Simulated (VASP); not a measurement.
## Mg2Si3: relaxation of cell and atoms with PBE

Mg2Si3:

```
Mg Si
1.0
     1.79515    1.03643    8.87874
    -1.79515    1.03643    8.87874
     0.00000   -2.07286    8.87874
Mg Si
2 3
Direct
  0.40305 0.40305 0.40305
  0.59695 0.59695 0.59695
  0.00000 0.00000 0.00000
  0.18676 0.18676 0.18676
  0.81324 0.81324 0.81324
```

```json
{
  "Program": "VASP 6.6.1",
  "Task": "relaxation of cell and atoms",
  "Functional": "PBE",
  "Potentials or basis": "VASP PAW PBE potentials, release 64 (Mg, Si)",
  "Cutoff": "600 eV",
  "k mesh": "12 × 12 × 12",
  "Occupations": "gaussian, width 0.1 eV",
  "Spin": "no spin polarisation",
  "Dipole correction": "no",
  "Further INCAR settings": "ALGO = Normal; EDIFF = 1e-06; IBRION = 2; EDIFFG = -0.01; NSW = 100; ISIF = 3"
}
```

The relaxed volume is 19.75 Å³/atom, the relaxed cell is a = 9.241 Å, b = 9.241 Å, c = 9.241 Å, α = 22.19°, β = 22.19°, γ = 22.19° and the space group after relaxing (to 0.1 Å) is R-3m (No. 166). The energy gained by relaxing is 1.5 meV/atom, the ionic steps are 9 and the pressure after relaxing is 0.0 GPa. The largest force after relaxing is 0.005 eV/Å. The band gap on the k mesh is zero (bands 8 and 9 overlap by 4.55 eV).

Forces in eV/Å, atoms in the order of the input:
```
Mg   0.000  0.000  0.005
Mg   0.000  0.000 -0.005
Si   0.000  0.000  0.000
Si   0.000  0.000  0.004
Si   0.000  0.000 -0.004
```

The path:
| step | energy change (eV) | largest force (eV/Å) | pressure (GPa) | volume (Å³) |
| --- | --- | --- | --- | --- |
| 1 | 0.0000 | 0.1051 | 0.02 | 99.12 |
| 2 | -0.0021 | 0.0894 | -0.08 | 99.15 |
| 3 | -0.0050 | 0.0854 | -0.31 | 99.24 |
| 4 | -0.0052 | 0.1240 | -0.39 | 99.27 |
| 5 | -0.0065 | 0.0937 | -0.21 | 98.98 |
| 6 | -0.0073 | 0.0507 | 0.04 | 98.58 |
| 7 | -0.0073 | 0.0414 | 0.09 | 98.50 |
| 8 | -0.0075 | 0.0254 | 0.06 | 98.59 |
| 9 | -0.0076 | 0.0048 | 0.00 | 98.74 |

Final structure:
```
CELL_PARAMETERS angstrom
1.77858 1.02687 9.01026
-1.77858 1.02687 9.01026
0.00000 -2.05373 9.01026
ATOMIC_POSITIONS crystal
Mg 0.40437 0.40437 0.40437
Mg 0.59563 0.59563 0.59563
Si 0.00000 0.00000 0.00000
Si 0.18694 0.18694 0.18694
Si 0.81306 0.81306 0.81306
```

Levels at points of the mesh, in eV from the Fermi level:
```tsv
k point	band 6	band 7	band 8	band 9	band 10	band 11
(0.00, 0.00, 0.00)	0.58	0.58	3.17	3.17	3.63	3.63
(0.50, 0.00, 0.00)	-2.51	-1.52	-0.96	0.80	1.23	1.25
(0.50, 0.50, 0.00)	-2.10	-1.60	-1.53	0.34	1.30	1.82
(0.50, 0.50, 0.50)	0.58	0.58	2.27	3.19	3.19	3.62
```

Run time: 100 min on 1 thread of Intel(R) Xeon(R) Platinum 8488C (Sapphire Rapids), with other jobs on the host, peak memory 1.2 GiB.
